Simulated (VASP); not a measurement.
BN, 4 atoms in the cell. The structure is hexagonal, space group P6_3/mmc (No. 194). Conventional cell: a = 2.485 Å, b = 2.485 Å, c = 6.172 Å, α = 90.00°, β = 90.00°, γ = 120.00°. B (site symmetry -6m2) has 3 N at 1.43 Å within 1.9 Å. Within 1.9 Å of N (site symmetry -6m2) lie 3 B at 1.43 Å. 

| Property | Result |
| --- | --- |
| Program | VASP 6.6.1 |
| Task | single point |
| Functional | LDA |
| Potentials or basis | VASP PAW LDA potentials, release 64 (B, N) |
| Cutoff | 520 eV |
| k mesh | 10 × 10 × 4 |
| Occupations | gaussian, width 0.01 eV |
| Spin | no spin polarisation |
| Dipole correction | no |
| Further INCAR settings | ALGO = Normal; EDIFF = 1e-06; NBANDS = 16 |

Potentials or basis: VASP PAW LDA potentials, release 64 (B, N).

Command:

```console
$ cat potpaw_LDA.64/B/POTCAR potpaw_LDA.64/N/POTCAR > POTCAR
$ mpirun -np 1 vasp_std > vasp.out
```

Hardware: 1 thread of Intel Xeon 8259CL, on a shared host.

Question: How long does it take, and how much memory?

Answer: It took 37 s on 1 thread of Intel Xeon 8259CL (shared host), peak memory 0.13 GiB. Counts: scf iterations 12, k points 42.
